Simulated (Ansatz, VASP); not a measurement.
# HfGe: VASP beside Ansatz

```
Hf Ge
1.0
     2.86531    0.00000    0.00000
     0.00000    2.86531    0.00000
     0.00000    0.00000    2.86531
Hf Ge
1 1
Direct
  0.00000 0.00000 0.00000
  0.50000 0.50000 0.50000
```

Change from the starting cell: volume scaled by 0.65, PAW files.

Alike in both runs: task single point; functional PBEsol; k mesh 13 × 13 × 13; occupations fermi-dirac, width 0.05 eV; no spin polarisation.

|  | VASP | Ansatz |
| --- | --- | --- |
| version | VASP 6.6.1 | Ansatz 0.2.0 |
| potentials or method | VASP PAW PBE potentials, release 64 (Hf_pv, Ge_d) | PAW with Ansatz's default frozen-core files, scalar-relativistic |
| plane-wave cutoff (eV) | 520 | 420 |
| valence electrons in the cell | 24 | 40 |

Ansatz gave:

```
pressure (GPa) : 129.5
```

Q: Which values does VASP return?

A: Pressure (GPa): 130.8.

VASP's potentials were made for PBE, not for PBEsol. Both programs put the cell under a high pressure, so it lies far from rest at this level. The functional is the same, so the differences come from potentials, cutoffs and numerics. VASP's potentials hold 24 valence electrons a cell and Ansatz's 40, so a difference there can come from the potentials and not from the codes.

Neither program's run includes spin-orbit coupling. Noted on VASP's run: the cell as given lies far from equilibrium.
